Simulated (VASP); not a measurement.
Here is a VASP 6.6.1 calculation.

INCAR

```
PREC     = Accurate       # precision mode
ENCUT    = 520            # plane-wave cutoff, eV
EDIFF    = 1E-6           # SCF threshold, eV
ISMEAR   = -1             # smearing method
SIGMA    = 0.05           # smearing width, eV
LREAL    = False          # projectors in reciprocal space
LASPH    = True           # aspherical terms in the spheres
NELM     = 60             # most SCF steps
ALGO     = Normal         # electronic algorithm
ISIF     = 2              # what is computed and relaxed
LWAVE    = False          # write WAVECAR
LCHARG   = False          # write CHGCAR
GGA      = PS             # functional
NBANDS   = 16             # bands
```

File KPOINTS:

```
regular mesh
0
Gamma
  10 10 10
```

File POSCAR:

```
WC
1.0
    0.0000000000      2.1779675566      2.1779675566
    2.1779675566      0.0000000000      2.1779675566
    2.1779675566      2.1779675566      0.0000000000
W C
1 1
Direct
    0.0000000000      0.0000000000      0.0000000000
    0.5000000000      0.5000000000      0.5000000000
```

Potentials or basis: VASP PAW PBE potentials, release 64 (W_sv, C).

Launch:

```sh
$ cat potpaw_PBE.64/W_sv/POTCAR potpaw_PBE.64/C/POTCAR > POTCAR
$ mpirun -np 1 vasp_std > vasp.out
```

Question: Predict the pressure.

Answer: -1.9 GPa.

Question: Predict the band gap on the k mesh.

Answer: Zero (band 9 reaches 13.66 eV, above the bottom of band 10 at 10.37 eV).

Caveat: the PAW data sets were made with another functional, which shifts forces and pressure a little; spin-orbit coupling is left out, which moves the levels of the heavy elements.
